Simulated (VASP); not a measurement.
# Si8HS16 (a cell with a defect): single point with PBE

Si8HS16 (a cell with a defect):

```xyz
25
Lattice="-6.3694 0.0000 5.5927 6.3694 0.0000 5.5927 0.0000 11.0876 0.0000" Properties=species:S:1:pos:R:3 pbc="T T T"
Si   -0.7722    0.0575    4.2740
Si   -3.2603    5.6232    7.0149
Si    0.5013    0.0515    9.8668
Si    3.1031    5.5702    7.0103
Si    0.0948    0.0299    1.4612
Si   -3.2501    5.5996    4.2160
Si    0.1011    0.0758    7.0855
Si    3.0926    5.5934    4.2162
S     1.9317    4.4695    2.8000
S    -0.8972    9.6220    6.1179
S     1.9416    4.4467    8.4282
S     5.5919    9.8999    5.4728
S    -4.6668    0.8685    5.8398
S    -2.0806    6.7118    2.8001
S     0.4326    1.4303    5.4599
S    -2.1115    6.7605    8.4297
S    -4.3933    6.7813    5.6013
S    -0.8981    1.5752    2.4291
S     1.9549    6.7470    5.6275
S    -0.7677    1.2976    8.6654
S     0.4202    9.7631    3.0871
S    -2.1041    4.4575    5.6273
S     1.7032   10.3163    8.3038
S     4.2240    4.3990    5.6008
H    -2.2553    0.0624    4.2801
```

This cell differs from its parent crystal: with an interstitial atom, then relaxed in part.

* Program: VASP 6.6.1
* Task: single point
* Functional: PBE
* Potentials or basis: VASP PAW PBE potentials, release 64 (Si, S, H)
* Cutoff: 400 eV
* k mesh: 2 × 2 × 2, shifted
* Occupations: gaussian, width 0.02 eV
* Spin: no spin polarisation

```yaml
Largest_force: 0.052 eV/Å
```

Forces in eV/Å, atoms in the order of the input:
```
Si   0.016 -0.003  0.007
Si   0.001 -0.001  0.001
Si  -0.010 -0.004 -0.003
Si  -0.001  0.000  0.000
Si  -0.009  0.008 -0.003
Si   0.001  0.002  0.000
Si  -0.003 -0.012  0.000
Si  -0.002 -0.003  0.001
S    0.032  0.029  0.002
S    0.020  0.033  0.019
S    0.030  0.028 -0.001
S    0.031  0.034 -0.001
S   -0.031 -0.020 -0.005
S   -0.031 -0.028  0.003
S   -0.018 -0.043  0.003
S   -0.030 -0.029 -0.002
S    0.029 -0.031  0.000
S    0.018 -0.026 -0.022
S    0.030 -0.031  0.001
S    0.030 -0.033 -0.001
S   -0.016  0.039 -0.001
S   -0.030  0.031  0.000
S   -0.044  0.029  0.004
S   -0.030  0.031  0.000
H    0.015  0.000  0.000
```

Levels at points of the mesh, in eV from the Fermi level:
```tsv
k point	band 61	band 62	band 63	band 64	band 65	band 66	band 67	band 68	band 69	band 70
(0.25, 0.25, 0.25)	-1.04	-1.00	-0.67	-0.59	-0.11	2.20	2.39	2.93	3.06	3.07
```

It took 9.4 min on 1 thread of Intel Xeon 8259CL, with other jobs on the host, peak memory 0.57 GiB.

Caveat: the cell carries a net charge on a neutralising background, which shifts energy and pressure; the cell differs from its parent crystal (with an interstitial atom, then relaxed in part); the cell is charged against a uniform background, so pressure and absolute levels hang on convention.
